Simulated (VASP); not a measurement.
Wanted: the native input for a VASP 6.6.1 run.

```
Task                   : relaxation of cell and atoms
Functional             : PBE
Potentials or basis    : VASP PAW PBE potentials, release 64 (Zr_sv, Zn, N)
Cutoff                 : 600 eV
k mesh                 : 3 × 3 × 6
Occupations            : gaussian, width 0.1 eV
Spin                   : no spin polarisation
Dipole correction      : no
Further INCAR settings : ALGO = Normal; EDIFF = 1e-06; IBRION = 2; EDIFFG = -0.04; NSW = 90; ISIF = 3
```

The structure of Zr3ZnN2 lies in POSCAR:

```
Zr3ZnN2
1.0
    5.9683373897      0.0000000000      0.0000000000
   -2.9841686949      5.1687317979      0.0000000000
    0.0000000000      0.0000000000      3.0397068786
Zr Zn N
3 1 2
Direct
    0.5000000000      0.5000000000      0.5000000000
    0.5000000000      0.0000000000      0.5000000000
    0.0000000000      0.5000000000      0.5000000000
    0.0000000000      0.0000000000      0.0000000000
    0.6666666667      0.3333333333      0.0000000000
    0.3333333333      0.6666666667      0.0000000000
```

One way to write it, as run:

INCAR

```
  PREC = Accurate
  ENCUT = 600
  EDIFF = 1E-6
  ISMEAR = 0
  SIGMA = 0.1
  LREAL = F
  LASPH = T
  NELM = 60
  ALGO = Normal
  ISIF = 3
  LWAVE = F
  LCHARG = F
  GGA = PE
  IBRION = 2
  NSW = 90
  EDIFFG = -0.04
```

KPOINTS

```
regular mesh
0
Gamma
  3 3 6
```

Potentials or basis: VASP PAW PBE potentials, release 64 (Zr_sv, Zn, N).

Command:

```sh
$ cat potpaw_PBE.64/Zr_sv/POTCAR potpaw_PBE.64/Zn/POTCAR potpaw_PBE.64/N/POTCAR > POTCAR
$ mpirun -np 1 vasp_std > vasp.out
```

Results of the run:

| Property | Result |
| --- | --- |
| Relaxed volume | 15.65 Å³/atom |
| Relaxed cell | a = 5.991 Å, b = 5.991 Å, c = 3.022 Å, α = 90.00°, β = 90.00°, γ = 120.00° |
| Space group after relaxing (to 0.05 Å) | P6/mmm (No. 191) |
| Energy gained by relaxing | 0.6 meV/atom |
| Ionic steps | 2 |
| Pressure after relaxing | 0.0 GPa |
| Band gap on the k mesh | zero (band 29 reaches 8.64 eV, above the bottom of band 30 at 7.24 eV) |

Caveat: the k points lie up to 0.40 Å⁻¹ apart in the final cell.

Run time: 48 s on 1 thread of AMD EPYC 9R45 96-Core Processor (Zen 5), on a shared host, peak memory 0.22 GiB.
